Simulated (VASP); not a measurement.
# GeSe (Pnma) in VASP: relaxation of cell and atoms with PBE

Aim: the relaxation of cell and atoms of GeSe with PBE.

Everything below comes from runs of VASP 6.6.1. Logs are shortened: lines on timing, memory, paths and dates and some standing lists are left out, and cuts for length are marked.

## 1. The cell of the first run

The structure is orthorhombic, space group Pnma (No. 62). Conventional cell: a = 11.167 Å, b = 3.876 Å, c = 4.540 Å, α = 90.00°, β = 90.00°, γ = 90.00°. Within 3.6 Å of Ge (site symmetry m) lie 6 Se at 2.59 to 3.50 Å and 2 Ge at 3.59 Å. Se (site symmetry m) has 6 Ge at 2.59 to 3.50 Å within 3.5 Å.

## 2. Relaxation of cell and atoms, PBE

Contents of INCAR:

```
SYSTEM = GeSe
PREC = Accurate
ENCUT = 500
EDIFF = 1E-7
ISMEAR = 0
SIGMA = 0.02
LREAL = .FALSE.
LASPH = .TRUE.
NELM = 120
ALGO = Normal
ISIF = 3
LWAVE = .FALSE.
LCHARG = .FALSE.
GGA = PE
IBRION = 2
NSW = 100
EDIFFG = -0.01
GGA_COMPAT = .FALSE.
NELMIN = 4
KPAR = 4
```

Contents of KPOINTS:

```
Automatic mesh
0
G
  4 8 6
  0 0 0
```

Contents of POSCAR:

```
GeSe
1.0
   11.1666353264      0.0000000000      0.0000000000
    0.0000000000      3.8763785220      0.0000000000
    0.0000000000      0.0000000000      4.5397157549
Ge Se
4 4
Direct
    0.8740870154      0.7500000000      0.6226739924
    0.6259129846      0.2500000000      0.1226739924
    0.3740870154      0.7500000000      0.8773260076
    0.1259129846      0.2500000000      0.3773260076
    0.6475934515      0.7500000000      0.5017760495
    0.8524065485      0.2500000000      1.0017760495
    0.1475934515      0.7500000000     -0.0017760495
    0.3524065485      0.2500000000      0.4982239505
```

Potentials or basis: VASP PAW PBE potentials, release 64 (Ge_d, Se).

Command:

```console
cat potpaw_PBE.64/Ge_d/POTCAR potpaw_PBE.64/Se/POTCAR > POTCAR
mpirun -np 4 vasp_std > vasp.out
```

OUTCAR:

```text
SYSTEM = GeSe
   PREC = Accurate
   ENCUT = 500
   EDIFF = 1E-7
   ISMEAR = 0
   LREAL = .FALSE.
   LASPH = .TRUE.
   NELM = 120
   ISIF = 3
   GGA = PE
   IBRION = 2
   NSW = 100
   EDIFFG = -0.01
   NELMIN = 4

 ion  position               nearest neighbor table
   1  0.874  0.750  0.623-   5 2.59   6 2.60   6 2.60
   2  0.626  0.250  0.123-   6 2.59   5 2.60   5 2.60
   3  0.374  0.750  0.877-   7 2.59   8 2.60   8 2.60
   4  0.126  0.250  0.377-   8 2.59   7 2.60   7 2.60
   5  0.648  0.750  0.502-   1 2.59   2 2.60   2 2.60
   6  0.852  0.250  0.002-   2 2.59   1 2.60   1 2.60
   7  0.148  0.750  0.998-   3 2.59   4 2.60   4 2.60
   8  0.352  0.250  0.498-   4 2.59   3 2.60   3 2.60

  LATTYP: Found a simple orthorhombic cell.
 ALAT       =     3.8763785220
 B/A-ratio  =     1.1711229255
 C/A-ratio  =     2.8806875446

  Lattice vectors:

 A1 = (   0.0000000000,   3.8763785220,   0.0000000000)
 A2 = (   0.0000000000,   0.0000000000,   4.5397157549)
 A3 = (  11.1666353264,   0.0000000000,   0.0000000000)

Analysis of symmetry for initial positions (statically):
=====================================================================
 Subroutine PRICEL returns:
 Original cell was already a primitive cell.

 Routine SETGRP: Setting up the symmetry group for a
 simple orthorhombic supercell.

 Subroutine GETGRP returns: Found  8 space group operations
 (whereof  2 operations were pure point group operations)
 out of a pool of  8 trial point group operations.

The static configuration has the point symmetry S_2 .
 The point group associated with its full space group is D_2h.

Analysis of symmetry for dynamics (positions and initial velocities):
=====================================================================
 Subroutine PRICEL returns:
 Original cell was already a primitive cell.

 Routine SETGRP: Setting up the symmetry group for a
 simple orthorhombic supercell.

 Subroutine GETGRP returns: Found  8 space group operations
 (whereof  2 operations were pure point group operations)
 out of a pool of  8 trial point group operations.

The dynamic configuration has the point symmetry S_2 .
 The point group associated with its full space group is D_2h.

 Subroutine INISYM returns: Found  8 space group operations
 (whereof  2 operations are pure point group operations),
 and found     1 'primitive' translations

----------------------------------------------------------------------------------------

                                     Primitive cell

  volume of cell :     196.5066

  direct lattice vectors                    reciprocal lattice vectors
    11.166635326  0.000000000  0.000000000     0.089552490  0.000000000  0.000000000
     0.000000000  3.876378522  0.000000000     0.000000000  0.257972743  0.000000000
     0.000000000  0.000000000  4.539715755     0.000000000  0.000000000  0.220278109

  length of vectors
    11.166635326  3.876378522  4.539715755     0.089552490  0.257972743  0.220278109

  position of ions in fractional coordinates (direct lattice)
     0.874087015  0.750000000  0.622673992
     0.625912985  0.250000000  0.122673992
     0.374087015  0.750000000  0.877326008
     0.125912985  0.250000000  0.377326008
     0.647593452  0.750000000  0.501776050
     0.852406548  0.250000000  0.001776050
     0.147593452  0.750000000  0.998223950
     0.352406548  0.250000000  0.498223950

  ion indices of the primitive-cell ions
   primitive index   ion index
                 1           1
                 2           2
                 3           3
                 4           4
                 5           5
                 6           6
                 7           7
                 8           8

----------------------------------------------------------------------------------------

 KPOINTS: Automatic mesh

Automatic generation of k-mesh.
 Grid dimensions read from file:
 generate k-points for:    4    8    6

 Generating k-lattice:

  Cartesian coordinates                     Fractional coordinates (reciprocal lattice)
     0.022388123  0.000000000  0.000000000     0.250000000  0.000000000  0.000000000
[... 44 lines left out ...]
   dimension x,y,z NGX =    84 NGY =   28 NGZ =   36
   dimension x,y,z NGXF=   168 NGYF=   56 NGZF=   72
   ions per type =               4   4
   NGX,Y,Z   is equivalent  to a cutoff of  12.51, 12.01, 13.18 a.u.
   NGXF,Y,Z  is equivalent  to a cutoff of  25.01, 24.02, 26.37 a.u.
 SYSTEM =  GeSe
   PREC   = accura    normal or accurate (medium, high low for compatibility)
   ISTART =      0    job   : 0-new  1-cont  2-samecut
   ICHARG =      2    charge: 1-file 2-atom 10-const
   ISPIN  =      1    spin polarized calculation?
   LNONCOLLINEAR =      F non collinear calculations
   LSORBIT =      F    spin-orbit coupling
   LASPH  =      T    aspherical Exc in radial PAW
   ENCUT  =  500.0 eV  36.75 Ry    6.06 a.u.  20.36  7.07  8.28*2*pi/ulx,y,z
   NELM   =    120;   NELMIN=  4; NELMDL= -5     # of ELM steps
   EDIFF  = 0.1E-06   stopping-criterion for ELM
   LREAL  =      F    real-space projection
   EDIFFG = -.1E-01   stopping-criterion for IOM
   NSW    =    100    number of steps for IOM
   IBRION =      2    ionic relax: 0-MD 1-quasi-New 2-CG
   NFREE  =      1    steps in history (QN), initial steepest desc. (CG)
   ISIF   =      3    stress and relaxation
   ISYM   =      2    0-nonsym 1-usesym 2-fastsym
   POTIM  = 0.5000    time-step for ionic-motion
   TEBEG  =    0.0;   TEEND  =   0.0 temperature during run
   PSTRESS=    0.0 pullay stress
   NELECT =      80.0000    total number of electrons
   NUPDOWN=      -1.0000    fix difference up-down
   EMIN   =  10.00;   EMAX   =-10.00  energy-range for DOS
   EFERMI =   0.00;   METHOD = LEGACY
   ISMEAR =     0;   SIGMA  =   0.02  broadening in eV -4-tet -1-fermi 0-gaus
   EFERMI_NEDOS =   21; number of points for ismear=-14 and -15
   IALGO  =     38    algorithm
   IMIX   =      4    mixing-type and parameters
     AMIX     =   0.40;   BMIX     =  1.00
     AMIX_MAG =   1.60;   BMIX_MAG =  1.00
  volume/ion in A,a.u.               =      24.56       165.76
  Fermi-wavevector in a.u.,A,eV,Ry     =   1.213330  2.292862 20.030100  1.472171
  Thomas-Fermi vector in A             =   2.348786
   LORBIT       =      0    0 simple, 1 ext, 2 COOP (PROOUT), +10 PAW based schemes
   GGA     = PE    functional components
   LHFCALC =     F    Hartree Fock is set to
   AEXX    =    0.0000 exact exchange contribution
   IVDW    =     0    specifies the selected vdW correction
   LEPSILON=     F    determine dielectric tensor
   LRPA    =     F    only Hartree local field effects (RPA)
 conjugate gradient relaxation of ions
 non-spin polarized calculation
 Gauss-broadening in eV      SIGMA  =   0.02
  energy-cutoff  :      500.00
  volume of cell :      196.51
 maximum number of plane-waves:      5040
 NGX is ok and might be reduce to    84
   NGX = 41   NGY = 15   NGZ = 17

--------------------------------------- Ionic step        1  -------------------------------------------

 number of electron      80.0000012 magnetization

 Free energy of the ion-electron system (eV)
  ---------------------------------------------------
  ext. energy  EPLUGINS =         0.00000000
  ---------------------------------------------------
  free energy    TOTEN  =       -33.87790790 eV

  energy without entropy =      -33.87790790  energy(sigma->0) =      -33.87790790

------------------------ aborting loop because EDIFF is reached ----------------------------------------

  FORCE on cell =-STRESS in cart. coord.  units (eV):
  Direction    XX          YY          ZZ          XY          YZ          ZX
  --------------------------------------------------------------------------------------
  -------------------------------------------------------------------------------------
  Total        0.1075751      0.0625975      0.0544871      0.0000000     -0.0000000      0.0000000
  in kB        0.8770924      0.5103759      0.4442500      0.0000000     -0.0000000      0.0000000
  external PRESSURE =       0.6105728 kB  Pullay stress =       0.0000000 kB

 VOLUME and BASIS-vectors are now :
 -----------------------------------------------------------------------------
  energy-cutoff  :      500.00
  volume of cell :      196.51
      direct lattice vectors                 reciprocal lattice vectors
    11.166635326  0.000000000  0.000000000     0.089552490  0.000000000  0.000000000
     0.000000000  3.876378522  0.000000000     0.000000000  0.257972743  0.000000000
     0.000000000  0.000000000  4.539715755     0.000000000  0.000000000  0.220278109

 POSITION                                       TOTAL-FORCE (eV/Angst)
 -----------------------------------------------------------------------------------
      9.76061      2.90728      2.82676         0.010593     -0.000000     -0.014793
      6.98934      0.96909      0.55691        -0.010593      0.000000     -0.014793
      4.17729      2.90728      3.98281         0.010593      0.000000      0.014793
      1.40602      0.96909      1.71295        -0.010593      0.000000      0.014793
      7.23144      2.90728      2.27792        -0.013775     -0.000000      0.011144
      9.51851      0.96909      0.00806         0.013775     -0.000000      0.011144
      1.64812      2.90728      4.53165        -0.013775     -0.000000     -0.011144
      3.93520      0.96909      2.26180         0.013775     -0.000000     -0.011144
 -----------------------------------------------------------------------------------
    total drift:                                0.000000      0.000000      0.000000

  FREE ENERGIE OF THE ION-ELECTRON SYSTEM (eV)
  ---------------------------------------------------
  free  energy   TOTEN  =       -33.8779079007 eV

  energy  without entropy=      -33.8779079007  energy(sigma->0) =      -33.87790790

--------------------------------------- Ionic step        2  -------------------------------------------

 number of electron      80.0000012 magnetization

 Free energy of the ion-electron system (eV)
  ---------------------------------------------------
  ext. energy  EPLUGINS =         0.00000000
  ---------------------------------------------------
  free energy    TOTEN  =       -33.87799494 eV

  energy without entropy =      -33.87799494  energy(sigma->0) =      -33.87799494

 E-fermi :   3.7735     XC(G=0):  -9.5883

 val. band max:        3.6610390525   @ k =   0.0000   0.0000   0.3333
 cond. band min:       4.5405898615   @ k =   0.0000   0.0000   0.0000
 fundamental gap:      0.8795508091
 Fermi energy:         3.7735175454

 k-point     1 :       0.0000    0.0000    0.0000
  band No.  band energies     occupation
      1     -20.8309      2.00000
      2     -20.8297      2.00000
      3     -20.8281      2.00000
      4     -20.8274      2.00000
      5     -20.8269      2.00000
      6     -20.8267      2.00000
[... 1213 lines left out ...]
     47       7.2268      0.00000
     48       7.2268      0.00000

 [... further k-points ...]

------------------------ aborting loop because EDIFF is reached ----------------------------------------

  FORCE on cell =-STRESS in cart. coord.  units (eV):
  Direction    XX          YY          ZZ          XY          YZ          ZX
  --------------------------------------------------------------------------------------
  -------------------------------------------------------------------------------------
  Total       -0.0420186     -0.0403096     -0.0628429      0.0000000      0.0000000      0.0000000
  in kB       -0.3421265     -0.3282111     -0.5116837      0.0000000      0.0000000      0.0000000
  external PRESSURE =      -0.3940071 kB  Pullay stress =       0.0000000 kB

 VOLUME and BASIS-vectors are now :
 -----------------------------------------------------------------------------
  energy-cutoff  :      500.00
  volume of cell :      196.77
      direct lattice vectors                 reciprocal lattice vectors
    11.173879277  0.000000000  0.000000000     0.089494434  0.000000000  0.000000000
     0.000000000  3.877841791  0.000000000     0.000000000  0.257875399  0.000000000
     0.000000000 -0.000000000  4.541207394     0.000000000 -0.000000000  0.220205754

 POSITION                                       TOTAL-FORCE (eV/Angst)
 -----------------------------------------------------------------------------------
      9.76745      2.90838      2.82698        -0.003500      0.000000     -0.004145
      6.99336      0.96946      0.55637         0.003500      0.000000     -0.004145
      4.18051      2.90838      3.98483        -0.003500     -0.000000      0.004145
      1.40643      0.96946      1.71423         0.003500     -0.000000      0.004145
      7.23547      2.90838      2.27921        -0.003280     -0.000000      0.001734
      9.52535      0.96946      0.00860         0.003280     -0.000000      0.001734
      1.64853      2.90838      4.53260        -0.003280      0.000000     -0.001734
      3.93841      0.96946      2.26200         0.003280      0.000000     -0.001734
 -----------------------------------------------------------------------------------
    total drift:                                0.000000      0.000000     -0.000000

  FREE ENERGIE OF THE ION-ELECTRON SYSTEM (eV)
  ---------------------------------------------------
  free  energy   TOTEN  =       -33.8779949433 eV

  energy  without entropy=      -33.8779949433  energy(sigma->0) =      -33.87799494

 reached required accuracy - stopping structural energy minimisation
```

It took 1.7 min on 4 MPI ranks of Intel Xeon 6975P-C (Granite Rapids), shared host; peak memory 0.56 GiB.

What came out:

```
Free energy                           : -33.8780 eV
Relaxed volume                        : 24.60 Å³/atom
Relaxed cell                          : a = 11.174 Å, b = 3.878 Å, c = 4.541 Å, α = 90.00°, β = 90.00°, γ = 90.00°
Space group after relaxing (to 0.1 Å) : Pnma (No. 62)
Energy gained by relaxing             : 0.0 meV/atom
Ionic steps                           : 2
Pressure after relaxing               : 0.0 GPa
Largest force after relaxing          : 0.005 eV/Å
Band gap on the k mesh                : 0.88 eV (least direct gap 0.97 eV)
```

Forces on the atoms (eV/Å):
```
Ge  -0.004  0.000 -0.004
Ge   0.004  0.000 -0.004
Ge  -0.004  0.000  0.004
Ge   0.004  0.000  0.004
Se  -0.003  0.000  0.002
Se   0.003  0.000  0.002
Se  -0.003  0.000 -0.002
Se   0.003  0.000 -0.002
```

Final structure:
```
CELL_PARAMETERS angstrom
11.17388 0.00000 0.00000
0.00000 3.87784 0.00000
0.00000 0.00000 4.54121
ATOMIC_POSITIONS crystal
Ge 0.87413 0.75000 0.62252
Ge 0.62587 0.25000 0.12252
Ge 0.37413 0.75000 0.87748
Ge 0.12587 0.25000 0.37748
Se 0.64753 0.75000 0.50189
Se 0.85247 0.25000 0.00189
Se 0.14753 0.75000 0.99811
Se 0.35247 0.25000 0.49811
```

Levels at points of the mesh, in eV from the valence-band top:
```
           k point  band 38  band 39  band 40  band 41  band 42  band 43
(0.00, 0.00, 0.00)    -0.96    -0.73    -0.10     0.88     2.64     2.65
(0.50, 0.00, 0.00)    -1.54    -0.36    -0.36     2.31     2.31     2.45
(0.00, 0.50, 0.00)    -1.40    -1.13    -1.13     1.11     1.11     1.37
(0.50, 0.50, 0.00)    -1.47    -1.47    -1.47     1.52     1.52     1.52
(0.00, 0.00, 0.50)    -0.89    -0.36    -0.36     1.33     1.33     2.00
(0.50, 0.00, 0.50)    -0.57    -0.47    -0.47     1.38     1.38     1.96
(0.00, 0.50, 0.50)    -1.96    -1.31    -1.31     2.84     2.84     3.23
(0.50, 0.50, 0.50)    -1.36    -1.36    -1.36     2.67     2.67     2.67
```

A k mesh can miss the band edges.
